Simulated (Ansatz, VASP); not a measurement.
# Fe in VASP and in Ansatz

File INCAR:

```
SYSTEM = Fe
PREC = Accurate
ENCUT = 520
EDIFF = 1E-6
ISMEAR = 0
SIGMA = 0.1
LREAL = .False.
LASPH = .True.
NELM = 150
ALGO = Normal
ISIF = 2
LWAVE = .False.
LCHARG = .False.
ISPIN = 2
MAGMOM = 2.44
LORBIT = 11
LMAXMIX = 4
GGA = PE
NBANDS = 14
```

The input KPOINTS:

```
Automatic mesh
0
Gamma
  20 20 20
  0 0 0
```

The input POSCAR:

```
Fe
1.0
   -1.3868880673      1.3868880673      1.3868880673
    1.3868880673     -1.3868880673      1.3868880673
    1.3868880673      1.3868880673     -1.3868880673
Fe
1
Direct
    0.0000000000      0.0000000000      0.0000000000
```

Input for Ansatz:

```yaml
crystal:
  lattice:
    - [-1.3868880673, 1.3868880673, 1.3868880673]
    - [1.3868880673, -1.3868880673, 1.3868880673]
    - [1.3868880673, 1.3868880673, -1.3868880673]
  atoms:
    - { symbol: Fe, position: [0.0, 0.0, 0.0], spin: 2.44 }
basis:
  ecutwfc: 420
kpoints:
  mp_grid: { grid: [20, 20, 20] }
hamiltonian:
  xc: pbe
scf:
  occupations: { method: gaussian, width: 0.1 }
output:
  forces: true
  stress: true
  eigenvalues: true
  populations: true
magnetization:
  spin_polarized: true
```

Alike in both runs: task single point; functional PBE; k mesh 20 × 20 × 20; occupations gaussian, width 0.1 eV; collinear spin.

|  | VASP | Ansatz |
| --- | --- | --- |
| version | VASP 6.6.1 | Ansatz 0.2.0 |
| potentials or method | VASP PAW PBE potentials, release 64 (Fe), cutoff 520 eV | scalar-relativistic, plane waves, PAW |
| valence electrons in the cell | 8 | 16 |

VASP gave:

| Item | Value |
| --- | --- |
| gap on the k mesh at the Fermi level (eV) | none |
| pressure (GPa) | 13.5 |
| net moment per atom (μB) | 2.07 |
| size of the moment on the site where the two differ most (μB) | 2.06 |

Problem. Estimate Ansatz's values.

Solution. gap on the k mesh at the Fermi level (eV): none; pressure (GPa): 13.8; net moment per atom (μB): 2.07; size of the moment on the site where the two differ most (μB): 2.10.

Site moments also hang on the region over which each program counts them. A gap of «none» marks a metal or a gap that the smearing closes. VASP's potentials hold 8 valence electrons a cell and Ansatz's 16, so a difference there can come from the potentials and not from the codes.
